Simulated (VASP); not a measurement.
CsTl2H3, 6 atoms in the cell. It takes space group Cmmm (No. 65, orthorhombic). Conventional cell: a = 6.029 Å, b = 10.083 Å, c = 4.714 Å, α = 90.00°, β = 90.00°, γ = 90.00°. Within 4.5 Å of Cs (site symmetry mmm) lie 10 H at 3.42 to 3.83 Å and 8 Tl at 3.77 Å. Within 3.9 Å of Tl (site symmetry 2/m) lie 6 H at 2.94 Å and 2 Tl at 3.01 Å and 4 Cs at 3.77 Å. H (site symmetry m2m) has 5 H at 2.86 to 3.51 Å and 4 Tl at 2.94 Å and 3 Cs at 3.42 Å within 3.8 Å. Within 3.9 Å of H (site symmetry mmm) lie 4 H at 2.86 Å and 4 Tl at 2.94 Å and 4 Cs at 3.83 Å. 

| Quantity | Value |
| --- | --- |
| Program | VASP 6.6.1 |
| Task | relaxation of cell and atoms |
| Functional | PBEsol |
| Potentials or basis | VASP PAW PBE potentials, release 64 (Cs_sv, Tl_d, H) |
| Cutoff | 600 eV |
| k mesh | 4 × 4 × 4 |
| Occupations | fermi-dirac, width 0.03 eV |
| Spin | no spin polarisation |
| Dipole correction | no |
| Further INCAR settings | ALGO = Normal; EDIFF = 1e-06; IBRION = 2; EDIFFG = -0.01; NSW = 100; ISIF = 3 |

Potentials or basis: VASP PAW PBE potentials, release 64 (Cs_sv, Tl_d, H).

Launch:

```sh
$ cat potpaw_PBE.64/Cs_sv/POTCAR potpaw_PBE.64/Tl_d/POTCAR potpaw_PBE.64/H/POTCAR > POTCAR
$ mpirun -np 1 vasp_std > vasp.out
```

Hardware: 1 thread of Intel(R) Xeon(R) 6975P-C (Granite Rapids) (shared host).

Question: How long does it take, and how much memory?

Answer: It took 11 min on 1 thread of Intel(R) Xeon(R) 6975P-C (Granite Rapids), on a shared host, peak memory 0.36 GiB. Counts: scf iterations 232, k points 21, ion steps 34.
